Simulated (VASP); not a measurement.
# CdTe (I-4m2) in VASP: notebook

Aim: see how the results for CdTe move with the level of theory and the settings. Levels: PBE, r2SCAN. Tasks: single point.

Everything below comes from runs of VASP 6.6.1. Logs are shortened: lines on timing, memory, paths and dates and some standing lists are left out, and cuts for length are marked.

**1. The cell of the first run**

It takes space group I-4m2 (No. 119, tetragonal). The conventional cell has a = 4.639 Å, b = 4.639 Å, c = 6.298 Å, α = 90.00°, β = 90.00°, γ = 90.00°. Cd (site symmetry -4m2) has 4 Te at 2.80 Å within 3.7 Å. Within 3.7 Å of Te (site symmetry -4m2) lie 4 Cd at 2.80 Å.

**2. Single point, PBE (uniaxial z strain -4.0%)**

INCAR

```
SYSTEM = CdTe
ALGO = Normal
EDIFF = 1E-6
ENCUT = 520
GGA = PE
ISIF = 2
ISMEAR = -1
LASPH = .True.
LCHARG = .False.
LREAL = .False.
LWAVE = .False.
NBANDS = 16
NELM = 100
PREC = Accurate
SIGMA = 0.02
```

KPOINTS

```
k-points
0
Gamma
  6 6 6
  0 0 0
```

POSCAR

```
CdTe
1.0
    0.0000000000      3.2799551146      3.1487569100
    3.2799551146      0.0000000000      3.1487569100
    3.2799551146      3.2799551146      0.0000000000
Cd Te
1 1
Direct
    0.0000000000      0.0000000000      0.0000000000
    0.2500000000      0.2500000000      0.2500000000
```

Potentials or basis: VASP PAW PBE potentials, release 64 (Cd, Te).

The run is started by

```
$ cat potpaw_PBE.64/Cd/POTCAR potpaw_PBE.64/Te/POTCAR > POTCAR
$ mpirun -np 1 vasp_std > vasp.out
```

OUTCAR:

```text
SYSTEM = CdTe
   EDIFF = 1E-6
   ENCUT = 520
   GGA = PE
   ISIF = 2
   ISMEAR = -1
   LASPH = .True.
   LREAL = .False.
   NELM = 100
   PREC = Accurate

 ion  position               nearest neighbor table
   1  0.000  0.000  0.000-   2 2.80   2 2.80   2 2.80   2 2.80
   2  0.250  0.250  0.250-   1 2.80   1 2.80   1 2.80   1 2.80

  LATTYP: Found a body centered tetragonal cell.
 ALAT       =     4.6385570070
 C/A-ratio  =     1.3576450199

  Lattice vectors:

 A1 = (   0.0000000000,  -3.2799551146,  -3.1487569100)
 A2 = (   0.0000000000,   3.2799551146,  -3.1487569100)
 A3 = (   3.2799551146,   0.0000000000,   3.1487569100)

Analysis of symmetry for initial positions (statically):
=====================================================================
 Subroutine PRICEL returns:
 Original cell was already a primitive cell.

 Routine SETGRP: Setting up the symmetry group for a
 body centered tetragonal supercell.

 Subroutine GETGRP returns: Found  8 space group operations
 (whereof  8 operations were pure point group operations)
 out of a pool of 16 trial point group operations.

The static configuration has the point symmetry D_2d.

Analysis of symmetry for dynamics (positions and initial velocities):
=====================================================================
 Subroutine PRICEL returns:
 Original cell was already a primitive cell.

 Routine SETGRP: Setting up the symmetry group for a
 body centered tetragonal supercell.

 Subroutine GETGRP returns: Found  8 space group operations
 (whereof  8 operations were pure point group operations)
 out of a pool of 16 trial point group operations.

The dynamic configuration has the point symmetry D_2d.

 Subroutine INISYM returns: Found  8 space group operations
 (whereof  8 operations are pure point group operations),
 and found     1 'primitive' translations

----------------------------------------------------------------------------------------

                                     Primitive cell

  volume of cell :      67.7493

  direct lattice vectors                    reciprocal lattice vectors
     0.000000000  3.279955115  3.148756910    -0.152441110  0.152441110  0.158792823
     3.279955115  0.000000000  3.148756910     0.152441110 -0.152441110  0.158792823
     3.279955115  3.279955115  0.000000000     0.152441110  0.152441110 -0.158792823

  length of vectors
     4.546732413  4.546732413  4.638557007     0.267753142  0.267753142  0.267753142

  position of ions in fractional coordinates (direct lattice)
     0.000000000  0.000000000  0.000000000
     0.250000000  0.250000000  0.250000000

  ion indices of the primitive-cell ions
   primitive index   ion index
                 1           1
                 2           2

----------------------------------------------------------------------------------------

 KPOINTS: k-points

Automatic generation of k-mesh.
 Grid dimensions read from file:
 generate k-points for:    6    6    6

 Generating k-lattice:

  Cartesian coordinates                     Fractional coordinates (reciprocal lattice)
    -0.025406852  0.025406852  0.026465471     0.166666667  0.000000000  0.000000000
     0.025406852 -0.025406852  0.026465471     0.000000000  0.166666667  0.000000000
     0.025406852  0.025406852 -0.026465471    -0.000000000 -0.000000000  0.166666667

  Length of vectors
     0.044625524  0.044625524  0.044625524

  Shift w.r.t. Gamma in fractional coordinates (k-lattice)
     0.000000000  0.000000000  0.000000000

 Subroutine IBZKPT returns following result:
 ===========================================

 Found     30 irreducible k-points:

 Following reciprocal coordinates:
            Coordinates               Weight
  0.000000  0.000000  0.000000      1.000000
  0.166667  0.000000  0.000000      8.000000
  0.333333  0.000000  0.000000      8.000000
  0.500000  0.000000  0.000000      4.000000
  0.166667  0.166667  0.000000      2.000000
  0.333333  0.166667  0.000000      8.000000
[... 16 lines left out ...]
  0.333333  0.000000  0.333333      4.000000
  0.500000  0.000000  0.333333     16.000000
 [... further k-points ...]
   k-points           NKPTS =     30   k-points in BZ     NKDIM =     30   number of bands    NBANDS=     16
   number of dos      NEDOS =    301   number of ions     NIONS =      2
   total plane-waves  NPLWV =  46656
   dimension x,y,z NGX =    36 NGY =   36 NGZ =   36
   dimension x,y,z NGXF=    72 NGYF=   72 NGZF=   72
   ions per type =               1   1
   NGX,Y,Z   is equivalent  to a cutoff of  13.16, 13.16, 12.90 a.u.
   NGXF,Y,Z  is equivalent  to a cutoff of  26.33, 26.33, 25.80 a.u.
 SYSTEM =  CdTe
   PREC   = accura    normal or accurate (medium, high low for compatibility)
   ISTART =      0    job   : 0-new  1-cont  2-samecut
   ICHARG =      2    charge: 1-file 2-atom 10-const
   ISPIN  =      1    spin polarized calculation?
   LNONCOLLINEAR =      F non collinear calculations
   LSORBIT =      F    spin-orbit coupling
   LASPH  =      T    aspherical Exc in radial PAW
   ENCUT  =  520.0 eV  38.22 Ry    6.18 a.u.   8.45  8.45  8.62*2*pi/ulx,y,z
   NELM   =    100;   NELMIN=  2; NELMDL= -5     # of ELM steps
   EDIFF  = 0.1E-05   stopping-criterion for ELM
   LREAL  =      F    real-space projection
   EDIFFG = 0.1E-04   stopping-criterion for IOM
   NSW    =      0    number of steps for IOM
   IBRION =     -1    ionic relax: 0-MD 1-quasi-New 2-CG
   NFREE  =      0    steps in history (QN), initial steepest desc. (CG)
   ISIF   =      2    stress and relaxation
   ISYM   =      2    0-nonsym 1-usesym 2-fastsym
   POTIM  = 0.5000    time-step for ionic-motion
   TEBEG  =    0.0;   TEEND  =   0.0 temperature during run
   PSTRESS=    0.0 pullay stress
   NELECT =      18.0000    total number of electrons
   NUPDOWN=      -1.0000    fix difference up-down
   EMIN   =  10.00;   EMAX   =-10.00  energy-range for DOS
   EFERMI =   0.00;   METHOD = LEGACY
   ISMEAR =    -1;   SIGMA  =   0.02  broadening in eV -4-tet -1-fermi 0-gaus
   EFERMI_NEDOS =   21; number of points for ismear=-14 and -15
   IALGO  =     38    algorithm
   IMIX   =      4    mixing-type and parameters
     AMIX     =   0.40;   BMIX     =  1.00
     AMIX_MAG =   1.60;   BMIX_MAG =  1.00
  volume/ion in A,a.u.               =      33.87       228.60
  Fermi-wavevector in a.u.,A,eV,Ry     =   1.052440  1.988823 15.070221  1.107630
  Thomas-Fermi vector in A             =   2.187523
   LORBIT       =      0    0 simple, 1 ext, 2 COOP (PROOUT), +10 PAW based schemes
   GGA     = PE    functional components
   LHFCALC =     F    Hartree Fock is set to
   AEXX    =    0.0000 exact exchange contribution
   IVDW    =     0    specifies the selected vdW correction
   LEPSILON=     F    determine dielectric tensor
   LRPA    =     F    only Hartree local field effects (RPA)
 non-spin polarized calculation
  energy-cutoff  :      520.00
  volume of cell :       67.75
 maximum number of plane-waves:      1844
 NGX is ok and might be reduce to    36
   NGX = 17   NGY = 17   NGZ = 17

 number of electron      17.9999998 magnetization

 Free energy of the ion-electron system (eV)
  ---------------------------------------------------
  ext. energy  EPLUGINS =         0.00000000
  ---------------------------------------------------
  free energy    TOTEN  =        -4.76145397 eV

  energy without entropy =       -4.76145397  energy(sigma->0) =       -4.76145397

 E-fermi :   2.8229     XC(G=0):  -8.6049

 val. band max:        2.4709147735   @ k =   0.0000   0.0000   0.0000
 cond. band min:       3.1676840463   @ k =   0.0000   0.0000   0.0000
 fundamental gap:      0.6967692728
 Fermi energy:         2.8229223100

 k-point     1 :       0.0000    0.0000    0.0000
  band No.  band energies     occupation
      1      -8.8056      2.00000
      2      -5.9163      2.00000
      3      -5.9163      2.00000
      4      -5.9069      2.00000
      5      -5.6542      2.00000
      6      -5.6472      2.00000
[... 8 lines left out ...]
     15      11.4752      0.00000
     16      11.9807      0.00000

 k-point     2 :       0.1667    0.0000    0.0000
  band No.  band energies     occupation
      1      -8.7046      2.00000
      2      -5.8978      2.00000
      3      -5.8914      2.00000
      4      -5.8298      2.00000
      5      -5.6540      2.00000
      6      -5.6492      2.00000
[... 8 lines left out ...]
     15      10.7428      0.00000
     16      11.1125      0.00000

 k-point     3 :       0.3333    0.0000    0.0000
  band No.  band energies     occupation
      1      -8.5027      2.00000
      2      -5.8667      2.00000
      3      -5.8576      2.00000
      4      -5.6516      2.00000
      5      -5.6464      2.00000
      6      -5.5459      2.00000
[... 8 lines left out ...]
     15      11.3054      0.00000
     16      11.3095      0.00000

 k-point     4 :       0.5000    0.0000    0.0000
  band No.  band energies     occupation
      1      -8.4040      2.00000
      2      -5.8551      2.00000
      3      -5.8440      2.00000
      4      -5.6461      2.00000
      5      -5.6379      2.00000
      6      -5.2952      2.00000
[... 8 lines left out ...]
     15      12.5722      0.00000
     16      12.8506      0.00000
[... 324 lines left out ...]
 k-point    22 :      -0.3333    0.5000    0.1667
  band No.  band energies     occupation
      1      -8.2774      2.00000
      2      -5.7822      2.00000
      3      -5.7796      2.00000
      4      -5.7051      2.00000
      5      -5.6353      2.00000
      6      -5.0656      2.00000
[... 8 lines left out ...]
     15      13.4810      0.00000
     16      13.8098      0.00000

 k-point    23 :       0.3333    0.0000    0.3333
  band No.  band energies     occupation
      1      -8.4123      2.00000
      2      -5.8027      2.00000
      3      -5.7821      2.00000
      4      -5.7387      2.00000
      5      -5.6294      2.00000
      6      -5.4723      2.00000
[... 8 lines left out ...]
     15      12.6785      0.00000
     16      14.3950      0.00000

 k-point    24 :       0.5000    0.0000    0.3333
  band No.  band energies     occupation
      1      -8.3173      2.00000
      2      -5.7964      2.00000
      3      -5.7673      2.00000
      4      -5.7132      2.00000
      5      -5.6306      2.00000
      6      -5.2194      2.00000
[... 8 lines left out ...]
     15      13.0322      0.00000
     16      13.9206      0.00000

 [... further k-points ...]
[... 5 lines left out ...]
  --------------------------------------------------------------------------------------
  -------------------------------------------------------------------------------------
  Total        1.1561066      1.1561066      1.3795795      0.0000000      0.0000000      0.0000000
  in kB       27.3403151     27.3403151     32.6251403      0.0000000      0.0000000      0.0000000
  external PRESSURE =      29.1019235 kB  Pullay stress =       0.0000000 kB

 VOLUME and BASIS-vectors are now :
 -----------------------------------------------------------------------------
  energy-cutoff  :      520.00
  volume of cell :       67.75
      direct lattice vectors                 reciprocal lattice vectors
     0.000000000  3.279955115  3.148756910    -0.152441110  0.152441110  0.158792823
     3.279955115  0.000000000  3.148756910     0.152441110 -0.152441110  0.158792823
     3.279955115  3.279955115  0.000000000     0.152441110  0.152441110 -0.158792823

 POSITION                                       TOTAL-FORCE (eV/Angst)
 -----------------------------------------------------------------------------------
      0.00000      0.00000      0.00000         0.000000      0.000000     -0.000000
      1.63998      1.63998      1.57438         0.000000     -0.000000      0.000000
 -----------------------------------------------------------------------------------
    total drift:                               -0.000000     -0.000000     -0.000000

  FREE ENERGIE OF THE ION-ELECTRON SYSTEM (eV)
  ---------------------------------------------------
  free  energy   TOTEN  =        -4.7614539733 eV

  energy  without entropy=       -4.7614539731  energy(sigma->0) =       -4.76145397
```

Run time: 22 s. Hardware: 1 thread of Intel Xeon Platinum 8559C (Emerald Rapids), shared host; peak memory 0.21 GiB.

Results:

```yaml
Free_energy: -4.7615 eV
Pressure: 2.9 GPa
Band_gap_on_the_k_mesh: 0.70 eV, direct
```

Stress tensor (GPa, compression positive):
```
2.73 0.00 0.00
0.00 2.73 0.00
0.00 0.00 3.26
```

Caveat: the cell differs from its parent crystal (uniaxial z strain -4.0%); spin-orbit coupling is left out, which moves the levels of the heavy elements.

**3. Single point, r2SCAN (uniaxial z strain -4.0%)**

POSCAR is that of step 2.

INCAR.step1

```
SYSTEM = CdTe
  ALGO = Normal
  EDIFF = 1E-4
  ENCUT = 520
  GGA = PE
  ISMEAR = 0
  LASPH = .True.
  LCHARG = .False.
  LREAL = .False.
  LWAVE = .True.
  NBANDS = 16
  NELM = 60
  PREC = Accurate
  SIGMA = 0.01
```

INCAR.step2

```
SYSTEM = CdTe
  ALGO = Normal
  EDIFF = 1E-6
  ENCUT = 520
  ISIF = 2
  ISMEAR = 0
  ISTART = 1
  LASPH = .True.
  LCHARG = .False.
  LMIXTAU = .True.
  LREAL = .False.
  LWAVE = .False.
  METAGGA = R2SCAN
  NBANDS = 16
  NELM = 60
  PREC = Accurate
  SIGMA = 0.01
```

KPOINTS is that of step 2.

Potentials or basis: VASP PAW PBE potentials, release 64 (Cd, Te).

The run is started by

```
$ cat potpaw_PBE.64/Cd/POTCAR potpaw_PBE.64/Te/POTCAR > POTCAR
$ cp INCAR.step1 INCAR
$ mpirun -np 1 vasp_std > vasp.out
$ cp INCAR.step2 INCAR
$ mpirun -np 1 vasp_std > vasp.out
```

OUTCAR:

```text
SYSTEM = CdTe
   EDIFF = 1E-6
   ENCUT = 520
   ISIF = 2
   ISMEAR = 0
   ISTART = 1
   LASPH = .True.
   LREAL = .False.
   METAGGA = R2SCAN
   NELM = 60
   PREC = Accurate

 ion  position               nearest neighbor table
   1  0.000  0.000  0.000-   2 2.80   2 2.80   2 2.80   2 2.80
   2  0.250  0.250  0.250-   1 2.80   1 2.80   1 2.80   1 2.80

  LATTYP: Found a body centered tetragonal cell.
 ALAT       =     4.6385570070
 C/A-ratio  =     1.3576450199

  Lattice vectors:

 A1 = (   0.0000000000,  -3.2799551146,  -3.1487569100)
 A2 = (   0.0000000000,   3.2799551146,  -3.1487569100)
 A3 = (   3.2799551146,   0.0000000000,   3.1487569100)

Analysis of symmetry for initial positions (statically):
=====================================================================
 Subroutine PRICEL returns:
 Original cell was already a primitive cell.

 Routine SETGRP: Setting up the symmetry group for a
 body centered tetragonal supercell.

 Subroutine GETGRP returns: Found  8 space group operations
 (whereof  8 operations were pure point group operations)
[... 159 lines left out ...]
  ext. energy  EPLUGINS =         0.00000000
  ---------------------------------------------------
  free energy    TOTEN  =       -46.62117155 eV

  energy without entropy =      -46.62117155  energy(sigma->0) =      -46.62117155

 E-fermi :   2.2798     XC(G=0):  -9.1255

 val. band max:        2.2276865334   @ k =   0.0000   0.0000   0.0000
 cond. band min:       3.4256582789   @ k =   0.0000   0.0000   0.0000
 fundamental gap:      1.1979717455
 Fermi energy:         2.2798295360

 k-point     1 :       0.0000    0.0000    0.0000
  band No.  band energies     occupation
      1      -9.4079      2.00000
      2      -6.4367      2.00000
      3      -6.4367      2.00000
      4      -6.4270      2.00000
      5      -6.1490      2.00000
      6      -6.1434      2.00000
[... 433 lines left out ...]
      3      -6.2772      2.00000
      4      -6.2116      2.00000
      5      -6.1252      2.00000
      6      -5.6868      2.00000
[... 8 lines left out ...]
     15      13.3508      0.00000
     16      14.3218      0.00000

 [... further k-points ...]
[... 5 lines left out ...]
  --------------------------------------------------------------------------------------
  -------------------------------------------------------------------------------------
  Total        0.7123228      0.7123228      0.9542655      0.0000000      0.0000000      0.0000000
  in kB       16.8454448     16.8454448     22.5670551      0.0000000      0.0000000      0.0000000
  external PRESSURE =      18.7526482 kB  Pullay stress =       0.0000000 kB

 VOLUME and BASIS-vectors are now :
 -----------------------------------------------------------------------------
  energy-cutoff  :      520.00
  volume of cell :       67.75
      direct lattice vectors                 reciprocal lattice vectors
     0.000000000  3.279955115  3.148756910    -0.152441110  0.152441110  0.158792823
     3.279955115  0.000000000  3.148756910     0.152441110 -0.152441110  0.158792823
     3.279955115  3.279955115  0.000000000     0.152441110  0.152441110 -0.158792823

 POSITION                                       TOTAL-FORCE (eV/Angst)
 -----------------------------------------------------------------------------------
      0.00000      0.00000      0.00000        -0.000000     -0.000000     -0.000000
      1.63998      1.63998      1.57438         0.000000      0.000000      0.000000
 -----------------------------------------------------------------------------------
    total drift:                               -0.000002     -0.000002     -0.000002

  FREE ENERGIE OF THE ION-ELECTRON SYSTEM (eV)
  ---------------------------------------------------
  free  energy   TOTEN  =       -46.6211715465 eV

  energy  without entropy=      -46.6211715465  energy(sigma->0) =      -46.62117155
```

OUTCAR.step1:

```text
SYSTEM = CdTe
   EDIFF = 1E-4
   ENCUT = 520
   GGA = PE
   ISMEAR = 0
   LASPH = .True.
   LREAL = .False.
[... 678 lines left out ...]
      0.00000      0.00000      0.00000         0.000000      0.000000      0.000000
      1.63998      1.63998      1.57438        -0.000000     -0.000000     -0.000000
 -----------------------------------------------------------------------------------
    total drift:                               -0.000000     -0.000000     -0.000000

  FREE ENERGIE OF THE ION-ELECTRON SYSTEM (eV)
  ---------------------------------------------------
  free  energy   TOTEN  =        -4.7614156998 eV

  energy  without entropy=       -4.7614156998  energy(sigma->0) =       -4.76141570
```

OSZICAR.step1:

```text
N       E                     dE             d eps       ncg     rms          rms(c)
DAV:   1     0.101527808611E+03    0.10153E+03   -0.82073E+03   960   0.973E+02
DAV:   2    -0.139511299092E+01   -0.10292E+03   -0.97321E+02  1152   0.237E+02
DAV:   3    -0.496001224911E+01   -0.35649E+01   -0.35594E+01  1192   0.462E+01
DAV:   4    -0.499270268049E+01   -0.32690E-01   -0.32689E-01  1472   0.385E+00
DAV:   5    -0.499280881473E+01   -0.10613E-03   -0.10613E-03  1216   0.183E-01    0.566E+00
DAV:   6    -0.477599790333E+01    0.21681E+00   -0.37158E-01  1088   0.737E+00    0.461E+00
DAV:   7    -0.476014078341E+01    0.15857E-01   -0.11005E-01  1176   0.215E+00    0.175E+00
DAV:   8    -0.476104242104E+01   -0.90164E-03   -0.11133E-02  1064   0.120E+00    0.475E-01
DAV:   9    -0.476136234128E+01   -0.31992E-03   -0.98982E-04  1216   0.336E-01    0.110E-01
DAV:  10    -0.476141569980E+01   -0.53359E-04   -0.10583E-04   968   0.105E-01
   1 F= -.47614157E+01 E0= -.47614157E+01  d E =-.360498E-50
```

It took 73 s on 1 thread of Intel Xeon Platinum 8559C (Emerald Rapids), shared host; peak memory 0.23 GiB.

What came out:

* Free energy: -46.6212 eV
* Pressure: 1.9 GPa
* Band gap on the k mesh: 1.20 eV, direct

Caveat: the cell differs from its parent crystal (uniaxial z strain -4.0%); the PAW data sets were made with another functional, which shifts forces and pressure a little; spin-orbit coupling is left out, which moves the levels of the heavy elements.
